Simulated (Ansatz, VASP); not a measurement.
## Ta: VASP beside Ansatz

```
CELL_PARAMETERS angstrom
2.96013 0.00000 0.00000
-1.48006 2.56354 0.00000
0.00000 0.00000 10.08241
ATOMIC_POSITIONS crystal
Ta 0.00000 0.00000 0.00000
Ta 0.00000 0.00000 0.50000
Ta 0.33333 0.66667 0.25000
Ta 0.66667 0.33333 0.75000
```

Alike in both runs: functional RPBE; k mesh 12 × 12 × 4; occupations fermi-dirac, width 0.1 eV; no spin polarisation.

Ansatz relaxed the structure, and its values are those at the end. VASP's run is a single point on that final structure, the one shown.

```csv
,VASP,Ansatz
version,VASP 6.6.1,Ansatz 0.2.0
potentials or method,"VASP PAW PBE potentials, release 64 (Ta_pv), cutoff 520 eV","plane waves (420 eV) with PAW, scalar-relativistic"
valence electrons in the cell,44,52
```

|  | VASP | Ansatz | Ansatz less VASP |
| --- | --- | --- | --- |
| pressure (GPa) | 0.0 | 0.0 | +0.02 |

VASP's potentials were made for PBE, not for RPBE. VASP's potentials hold 44 valence electrons a cell and Ansatz's 52, so a difference there can come from the potentials and not from the codes.

Neither program's run includes spin-orbit coupling.
